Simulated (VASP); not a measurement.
Set up this calculation in VASP 6.6.1, as the native input.

* Task: single point
* Functional: LDA
* Potentials or basis: VASP PAW LDA potentials, release 64 (Al, Zn)
* Cutoff: 520 eV
* k mesh: 18 × 18 × 8
* Occupations: gaussian, width 0.15 eV
* Spin: no spin polarisation
* Dipole correction: no
* Further INCAR settings: ALGO = Fast; EDIFF = 1e-06; NBANDS = 16

The structure of Al2Zn lies in POSCAR:

```
Al2Zn
1.0
    2.7570443079      0.0000000000      0.0000000000
   -1.3785221539      2.3876704100      0.0000000000
    0.0000000000      0.0000000000      7.4415382915
Al Zn
2 1
Direct
    0.3333333333      0.6666666667      0.3282219152
    0.6666666667      0.3333333333      0.6717780848
    0.0000000000      0.0000000000      0.0000000000
```

This cell differs from its parent crystal: volume 16.329 Å^3 an atom, c/a of the conventional cell 2.6991.

One way to write it, as run:

INCAR

```
SYSTEM = Al2Zn
PREC = Accurate ; ENCUT = 520
EDIFF = 1E-6 ; ISMEAR = 0
SIGMA = 0.15 ; LREAL = .False.
LASPH = .True. ; NELM = 100
ALGO = Fast ; ISIF = 2
LWAVE = .False. ; LCHARG = .False.
NBANDS = 16
```

KPOINTS

```
Automatic mesh
0
Gamma
  18 18 8
  0 0 0
```

Potentials or basis: VASP PAW LDA potentials, release 64 (Al, Zn).

Command:

```bash
$ cat potpaw_LDA.64/Al/POTCAR potpaw_LDA.64/Zn/POTCAR > POTCAR
$ mpirun -np 1 vasp_std > vasp.out
```

Results of the run:

- Pressure: -4.5 GPa
- Largest force: 0.013 eV/Å
- Band gap on the k mesh: zero (band 9 reaches 7.99 eV, above the bottom of band 10 at 4.81 eV)

Wall time 96 s on 1 thread of Intel(R) Xeon(R) 6975P-C (Granite Rapids) (shared host), peak memory 0.31 GiB.
